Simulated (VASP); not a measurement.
**Ir: single point with PBEsol**

Ir:

```xyz
2
Lattice="2.7188 0.0000 0.0000 -1.3594 2.3546 0.0000 0.0000 0.0000 4.4081" Properties=species:S:1:pos:R:3 pbc="T T T"
Ir    1.3594    0.7849    3.3061
Ir    0.0000    1.5697    1.1020
```

This isn't the form of Ir at room conditions, which is fcc.

| Quantity | Value |
| --- | --- |
| Program | VASP 6.6.1 |
| Task | single point |
| Functional | PBEsol |
| Potentials or basis | VASP PAW PBE potentials, release 64 (Ir_sv_GW) |
| Cutoff | 560 eV |
| k mesh | 21 × 21 × 12 |
| Occupations | gaussian, width 0.15 eV |
| Spin | collinear spin |
| Starting moments | [0.7, 0.7] μB |
| Fixed moment | 1.4 μB |
| Dipole correction | no |
| Further INCAR settings | ALGO = Normal; EDIFF = 1e-06; NBANDS = 28 |

The pressure is 2.4 GPa and the net moment is 1.40 μB per cell. The site moments are Ir +0.71 μB. The valence electrons inside the program's atomic spheres are Ir 16.47.

Stress tensor (GPa, compression positive):
```
2.61 0.00 0.00
0.00 2.61 0.00
0.00 0.00 2.12
```

Run time: 3.3 min on 1 thread of Intel(R) Xeon(R) 6975P-C (Granite Rapids), with other jobs on the host, peak memory 0.49 GiB.

Caveat: the PAW data sets were made with another functional, which shifts forces and pressure a little; the total moment is fixed, so each spin has its own Fermi level and the state may be an excited one.
